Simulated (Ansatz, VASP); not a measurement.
**Two plane-wave programs on ZnS**

```
CELL_PARAMETERS angstrom
-2.70465 -2.70465 0.00000
2.70465 -2.70465 0.00000
0.00000 0.00000 12.31860
ATOMIC_POSITIONS crystal
Zn 0.00000 0.00000 0.82334
Zn 0.50000 0.50000 0.16467
Zn 0.00000 0.00000 0.38423
Zn 0.50000 0.50000 0.60379
S 0.50000 0.00000 0.27445
S 0.00000 0.50000 0.49401
S 0.50000 0.00000 0.71356
S 0.00000 0.50000 0.05489
```

Alike in both runs: task single point; functional PBE; k mesh 7 × 7 × 3; occupations gaussian, width 0.05 eV; no spin polarisation.

```csv
,VASP,Ansatz
version,VASP 6.6.1,Ansatz 0.2.0
potentials or method,"VASP PAW PBE potentials, release 64 (Zn, S), cutoff 520 eV","scalar-relativistic, plane waves, PAW"
valence electrons in the cell,72,72
```

```csv
,VASP,Ansatz,Ansatz less VASP
gap on the k mesh at the Fermi level (eV),none,none,-
pressure (GPa),-0.7,-0.8,-0.13
"traceless stress, the component that is largest in VASP (GPa)",-3.13,-3.13,-0.001
rms of the force components (eV/Å),0.483,0.479,-0.0050
```

Atom by atom the forces differ by 0.006 eV/Å (rms over components). A gap of «none» marks a metal or a gap that the smearing closes. With one functional, cell and mesh, what is left measures potentials, basis and numerics.
